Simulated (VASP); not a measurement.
# Cr (Im-3m) in VASP: notebook

Cr is run at these levels: PBE; tasks: single point.

Everything below comes from runs of VASP 6.6.1. Logs are shortened: lines on timing, memory, paths and dates and some standing lists are left out, and cuts for length are marked.

### Step 1. The cell of the first run

It takes space group Im-3m (No. 229, cubic). Conventional cell: a = 2.812 Å, b = 2.812 Å, c = 2.812 Å, α = 90.00°, β = 90.00°, γ = 90.00°. Cr (site symmetry m-3m) has 14 Cr at 2.44 to 2.81 Å within 3.2 Å.

### Step 2. Single point, PBE, collinear spin, antiferromagnetic start (11.12 Å³/atom)

File INCAR:

```
SYSTEM = Cr
PREC = Accurate
ENCUT = 520
EDIFF = 1E-6
ISMEAR = -1
SIGMA = 0.05
LREAL = .False.
LASPH = .True.
NELM = 150
ALGO = Normal
ISIF = 2
LWAVE = .False.
LCHARG = .False.
ISPIN = 2
MAGMOM = -3 3
LORBIT = 11
LMAXMIX = 4
GGA = PE
NBANDS = 23
```

File KPOINTS:

```
Automatic mesh
0
Gamma
  11 11 11
  0 0 0
```

File POSCAR:

```
Cr
1.0
    2.8123440585      0.0000000000      0.0000000000
    0.0000000000      2.8123440585      0.0000000000
    0.0000000000      0.0000000000      2.8123440585
Cr
2
Direct
    0.0000000000      0.0000000000      0.0000000000
    0.5000000000      0.5000000000      0.5000000000
```

Potentials or basis: VASP PAW PBE potentials, release 64 (Cr_pv).

On the command line:

```sh
$ cat potpaw_PBE.64/Cr_pv/POTCAR > POTCAR
$ mpirun -np 1 vasp_std > vasp.out
```

OUTCAR:

```text
SYSTEM = Cr
   PREC = Accurate
   ENCUT = 520
   EDIFF = 1E-6
   ISMEAR = -1
   LREAL = .False.
   LASPH = .True.
   NELM = 150
   ISIF = 2
   ISPIN = 2
   LORBIT = 11
   GGA = PE

 ion  position               nearest neighbor table
   1  0.000  0.000  0.000-   2 2.44   2 2.44   2 2.44   2 2.44   2 2.44   2 2.44   2 2.44   2 2.44

   2  0.500  0.500  0.500-   1 2.44   1 2.44   1 2.44   1 2.44   1 2.44   1 2.44   1 2.44   1 2.44

  LATTYP: Found a simple cubic cell.
 ALAT       =     2.8123440585

  Lattice vectors:

 A1 = (   2.8123440585,   0.0000000000,   0.0000000000)
 A2 = (   0.0000000000,   2.8123440585,   0.0000000000)
 A3 = (   0.0000000000,   0.0000000000,   2.8123440585)

Analysis of symmetry for initial positions (statically):
=====================================================================
 Subroutine PRICEL returns following result:

  LATTYP: Found a body centered cubic cell.
 ALAT       =     2.8123440585

  Lattice vectors:

 A1 = (   1.4061720292,   1.4061720293,  -1.4061720292)
 A2 = (  -1.4061720292,   1.4061720292,   1.4061720292)
 A3 = (   1.4061720292,  -1.4061720292,   1.4061720293)

   2 primitive cells build up your supercell.

 Routine SETGRP: Setting up the symmetry group for a
 simple cubic supercell.

 Subroutine GETGRP returns: Found 48 space group operations
 (whereof 48 operations were pure point group operations)
 out of a pool of 48 trial point group operations.

The static configuration has the point symmetry O_h .

Analysis of symmetry for dynamics (positions and initial velocities):
=====================================================================
 Subroutine PRICEL returns following result:

  LATTYP: Found a body centered cubic cell.
 ALAT       =     2.8123440585

  Lattice vectors:

 A1 = (   1.4061720292,   1.4061720293,  -1.4061720292)
 A2 = (  -1.4061720292,   1.4061720292,   1.4061720292)
 A3 = (   1.4061720292,  -1.4061720292,   1.4061720293)

   2 primitive cells build up your supercell.

 Routine SETGRP: Setting up the symmetry group for a
 simple cubic supercell.

 Subroutine GETGRP returns: Found 48 space group operations
 (whereof 48 operations were pure point group operations)
 out of a pool of 48 trial point group operations.

The dynamic configuration has the point symmetry O_h .

Analysis of structural, dynamic, and magnetic symmetry:
=====================================================================
 Subroutine PRICEL returns following result:

  LATTYP: Found a body centered cubic cell.
 ALAT       =     2.8123440585

  Lattice vectors:

 A1 = (   1.4061720292,   1.4061720293,  -1.4061720292)
 A2 = (  -1.4061720292,   1.4061720292,   1.4061720292)
 A3 = (   1.4061720292,  -1.4061720292,   1.4061720293)

   2 primitive cells build up your supercell.

 Routine SETGRP: Setting up the symmetry group for a
 simple cubic supercell.

 Subroutine GETGRP returns: Found 48 space group operations
 (whereof 48 operations were pure point group operations)
 out of a pool of 48 trial point group operations.

The overall configuration has the point symmetry O_h .

 Subroutine INISYM returns: Found 48 space group operations
 (whereof 48 operations are pure point group operations),
 and found     2 'primitive' translations

----------------------------------------------------------------------------------------

                                     Primitive cell

  volume of cell :      11.1218

  direct lattice vectors                    reciprocal lattice vectors
     1.406172029  1.406172029 -1.406172029     0.355575271  0.355575271  0.000000000
    -1.406172029  1.406172029  1.406172029    -0.000000000  0.355575271  0.355575271
     1.406172029 -1.406172029  1.406172029     0.355575271  0.000000000  0.355575271

  length of vectors
     2.435561399  2.435561399  2.435561399     0.502859370  0.502859370  0.502859370

  position of ions in fractional coordinates (direct lattice)
     0.000000000  0.000000000  0.000000000

  ion indices of the primitive-cell ions
   primitive index   ion index
                 1           1

----------------------------------------------------------------------------------------

 KPOINTS: Automatic mesh

Automatic generation of k-mesh.
 Grid dimensions read from file:
 generate k-points for:   11   11   11

 Generating k-lattice:

  Cartesian coordinates                     Fractional coordinates (reciprocal lattice)
     0.032325025  0.000000000  0.000000000     0.090909091  0.000000000  0.000000000
     0.000000000  0.032325025  0.000000000     0.000000000  0.090909091  0.000000000
     0.000000000  0.000000000  0.032325025     0.000000000  0.000000000  0.090909091

  Length of vectors
     0.032325025  0.032325025  0.032325025

  Shift w.r.t. Gamma in fractional coordinates (k-lattice)
     0.000000000  0.000000000  0.000000000

 Subroutine IBZKPT returns following result:
 ===========================================

 Found     56 irreducible k-points:

 Following reciprocal coordinates:
            Coordinates               Weight
  0.000000  0.000000  0.000000      1.000000
  0.090909  0.000000  0.000000      6.000000
  0.181818  0.000000  0.000000      6.000000
  0.272727  0.000000  0.000000      6.000000
  0.363636  0.000000  0.000000      6.000000
  0.454545  0.000000  0.000000      6.000000
[... 16 lines left out ...]
  0.181818  0.090909  0.090909     24.000000
  0.272727  0.090909  0.090909     24.000000
 [... further k-points ...]
   k-points           NKPTS =     56   k-points in BZ     NKDIM =     56   number of bands    NBANDS=     23
   number of dos      NEDOS =    301   number of ions     NIONS =      2
   total plane-waves  NPLWV =  13824
   dimension x,y,z NGX =    24 NGY =   24 NGZ =   24
   dimension x,y,z NGXF=    48 NGYF=   48 NGZF=   48
   ions per type =               2
   NGX,Y,Z   is equivalent  to a cutoff of  14.19, 14.19, 14.19 a.u.
   NGXF,Y,Z  is equivalent  to a cutoff of  28.37, 28.37, 28.37 a.u.
 SYSTEM =  Cr
   PREC   = accura    normal or accurate (medium, high low for compatibility)
   ISTART =      0    job   : 0-new  1-cont  2-samecut
   ICHARG =      2    charge: 1-file 2-atom 10-const
   ISPIN  =      2    spin polarized calculation?
   LNONCOLLINEAR =      F non collinear calculations
   LSORBIT =      F    spin-orbit coupling
   LASPH  =      T    aspherical Exc in radial PAW
   ENCUT  =  520.0 eV  38.22 Ry    6.18 a.u.   5.23  5.23  5.23*2*pi/ulx,y,z
   NELM   =    150;   NELMIN=  2; NELMDL= -5     # of ELM steps
   EDIFF  = 0.1E-05   stopping-criterion for ELM
   LREAL  =      F    real-space projection
   EDIFFG = 0.1E-04   stopping-criterion for IOM
   NSW    =      0    number of steps for IOM
   IBRION =     -1    ionic relax: 0-MD 1-quasi-New 2-CG
   NFREE  =      0    steps in history (QN), initial steepest desc. (CG)
   ISIF   =      2    stress and relaxation
   ISYM   =      2    0-nonsym 1-usesym 2-fastsym
   POTIM  = 0.5000    time-step for ionic-motion
   TEBEG  =    0.0;   TEEND  =   0.0 temperature during run
   PSTRESS=    0.0 pullay stress
   NELECT =      24.0000    total number of electrons
   NUPDOWN=      -1.0000    fix difference up-down
   EMIN   =  10.00;   EMAX   =-10.00  energy-range for DOS
   EFERMI =   0.00;   METHOD = LEGACY
   ISMEAR =    -1;   SIGMA  =   0.05  broadening in eV -4-tet -1-fermi 0-gaus
   EFERMI_NEDOS =   21; number of points for ismear=-14 and -15
   IALGO  =     38    algorithm
   IMIX   =      4    mixing-type and parameters
     AMIX     =   0.40;   BMIX     =  1.00
     AMIX_MAG =   1.60;   BMIX_MAG =  1.00
  volume/ion in A,a.u.               =      11.12        75.05
  Fermi-wavevector in a.u.,A,eV,Ry     =   1.679101  3.173041 38.359991  2.819380
  Thomas-Fermi vector in A             =   2.763073
   LORBIT       =     11    0 simple, 1 ext, 2 COOP (PROOUT), +10 PAW based schemes
   GGA     = PE    functional components
   LHFCALC =     F    Hartree Fock is set to
   AEXX    =    0.0000 exact exchange contribution
   IVDW    =     0    specifies the selected vdW correction
   LEPSILON=     F    determine dielectric tensor
   LRPA    =     F    only Hartree local field effects (RPA)
 spin polarized calculation
  energy-cutoff  :      520.00
  volume of cell :       22.24
 maximum number of plane-waves:       619
 NGX is ok and might be reduce to    24
   NGX = 11   NGY = 11   NGZ = 11

 number of electron      24.0000017 magnetization       0.0000000

 number of electron      24.0000017 magnetization      -0.0000000

 Free energy of the ion-electron system (eV)
  ---------------------------------------------------
  ext. energy  EPLUGINS =         0.00000000
  ---------------------------------------------------
  free energy    TOTEN  =       -19.02097536 eV

  energy without entropy =      -19.01468370  energy(sigma->0) =      -19.01782953

 E-fermi :  11.4841     XC(G=0): -13.8870

 val. band max:       11.4644043198   @ k =   0.3636   0.0000   0.0000
 cond. band min:      11.5333731067   @ k =   0.3636   0.0909   0.0909
 fundamental gap:      0.0689687869
 Fermi energy:        11.4841093781

 spin component 1

 k-point     1 :       0.0000    0.0000    0.0000
  band No.  band energies     occupation
      1     -31.9567      1.00000
      2     -31.9567      1.00000
      3     -31.9567      1.00000
      4     -30.9497      1.00000
      5     -30.9497      1.00000
      6     -30.9497      1.00000
[... 613 lines left out ...]
     22      24.9013      0.00000
     23      30.7359      0.00000

 [... further k-points ...]

 spin component 2

 k-point     1 :       0.0000    0.0000    0.0000
  band No.  band energies     occupation
      1     -31.9567      1.00000
      2     -31.9567      1.00000
      3     -31.9567      1.00000
      4     -30.9497      1.00000
      5     -30.9497      1.00000
      6     -30.9497      1.00000
[... 613 lines left out ...]
     22      24.9013      0.00000
     23      30.7359      0.00000

 [... further k-points ...]

------------------------ aborting loop because EDIFF is reached ----------------------------------------

  FORCE on cell =-STRESS in cart. coord.  units (eV):
  Direction    XX          YY          ZZ          XY          YZ          ZX
  --------------------------------------------------------------------------------------
  -------------------------------------------------------------------------------------
  Total        1.7157048      1.7157048      1.7157048      0.0000000      0.0000000      0.0000000
  in kB      123.5798851    123.5798851    123.5798851      0.0000000      0.0000000      0.0000000
  external PRESSURE =     123.5798851 kB  Pullay stress =       0.0000000 kB

 VOLUME and BASIS-vectors are now :
 -----------------------------------------------------------------------------
  energy-cutoff  :      520.00
  volume of cell :       22.24
      direct lattice vectors                 reciprocal lattice vectors
     2.812344058  0.000000000  0.000000000     0.355575271  0.000000000  0.000000000
     0.000000000  2.812344058  0.000000000     0.000000000  0.355575271  0.000000000
     0.000000000  0.000000000  2.812344058     0.000000000  0.000000000  0.355575271

 POSITION                                       TOTAL-FORCE (eV/Angst)
 -----------------------------------------------------------------------------------
      0.00000      0.00000      0.00000        -0.000000     -0.000000     -0.000000
      1.40617      1.40617      1.40617         0.000000      0.000000      0.000000
 -----------------------------------------------------------------------------------
    total drift:                                0.000000      0.000000     -0.000000

  FREE ENERGIE OF THE ION-ELECTRON SYSTEM (eV)
  ---------------------------------------------------
  free  energy   TOTEN  =       -19.0209753624 eV

  energy  without entropy=      -19.0146836973  energy(sigma->0) =      -19.01782953

 total charge

# of ion       s       p       d       tot
------------------------------------------
    1        0.455   6.429   4.261  11.146
    2        0.455   6.429   4.261  11.146
--------------------------------------------------
tot          0.911  12.859   8.522  22.292

 magnetization (x)

# of ion       s       p       d       tot
------------------------------------------
    1       -0.009  -0.004  -0.705  -0.719
    2        0.009   0.004   0.705   0.719
--------------------------------------------------
tot          0.000   0.000  -0.000  -0.000
```

Run time: 85 s. Hardware: 1 thread of Intel Xeon 8259CL, shared host; peak memory 0.17 GiB.

What came out:

| Item | Value |
| --- | --- |
| Free energy | -19.0210 eV |
| Pressure | 12.4 GPa |
| Band gap on the k mesh | zero (filled and empty bands overlap) |
| Net moment | 0.00 μB per cell |
| Site moments | Cr -0.72, +0.72 μB |
| Valence electrons inside the program's atomic spheres | Cr 11.15 |

Levels at points of the mesh, in eV from the Fermi level:
Spin up:
| k point | band 8 | band 9 | band 10 | band 11 | band 12 | band 13 | band 14 | band 15 | band 16 | band 17 |
| --- | --- | --- | --- | --- | --- | --- | --- | --- | --- | --- |
| (0.00, 0.00, 0.00) | -4.50 | -4.50 | -0.92 | -0.92 | -0.92 | 1.28 | 1.28 | 2.70 | 2.70 | 2.70 |
Spin down:
```
           k point  band 9  band 10  band 11  band 12  band 13  band 14  band 15  band 16
(0.00, 0.00, 0.00)   -4.50    -0.92    -0.92    -0.92     1.28     1.28     2.70     2.70
```

Caveat: the cell stands under pressure; an empty level that is flat over the whole mesh can mark a ghost state of the potentials, or a narrow d or f band.

### Step 3. Single point, PBE, collinear spin, antiferromagnetic start (11.78 Å³/atom)

This run uses another cell than the first one, of 11.78 Å³/atom.

File INCAR:

```
SYSTEM = Cr
PREC = Accurate ; ENCUT = 520
EDIFF = 1E-6 ; ISMEAR = -1
SIGMA = 0.05 ; LREAL = .False.
LASPH = .True. ; NELM = 150
ALGO = Normal ; ISIF = 2
LWAVE = .False. ; LCHARG = .False.
ISPIN = 2 ; MAGMOM = -3 3
LORBIT = 11 ; LMAXMIX = 4
GGA = PE ; NBANDS = 23
```

KPOINTS is that of step 2.

File POSCAR:

```
Cr
1.0
    2.8664408113      0.0000000000      0.0000000000
    0.0000000000      2.8664408113      0.0000000000
    0.0000000000      0.0000000000      2.8664408113
Cr
2
Direct
    0.0000000000      0.0000000000      0.0000000000
    0.5000000000      0.5000000000      0.5000000000
```

Potentials or basis: VASP PAW PBE potentials, release 64 (Cr_pv).

On the command line:

```sh
$ cat potpaw_PBE.64/Cr_pv/POTCAR > POTCAR
$ mpirun -np 1 vasp_std > vasp.out
```

Wall time 83 s (1 thread of Intel Xeon 8259CL, shared host); peak memory 0.18 GiB.

It converged, with:

- Free energy: -19.0673 eV
- Pressure: -0.3 GPa
- Band gap on the k mesh: zero (filled and empty bands overlap)
- Net moment: 0.00 μB per cell
- Site moments: Cr -1.10, +1.10 μB
- Valence electrons inside the program's atomic spheres: Cr 11.02

Levels at points of the mesh, in eV from the Fermi level:
Spin up:
```tsv
k point	band 8	band 9	band 10	band 11	band 12	band 13	band 14	band 15	band 16	band 17
(0.00, 0.00, 0.00)	-4.13	-4.13	-0.86	-0.86	-0.86	1.26	1.26	2.62	2.62	2.62
```
Spin down:
```
           k point  band 8  band 9  band 10  band 11  band 12  band 13  band 14  band 15  band 16  band 17
(0.00, 0.00, 0.00)   -4.13   -4.13    -0.86    -0.86    -0.86     1.26     1.26     2.62     2.62     2.62
```

[end of part 1 of 2]
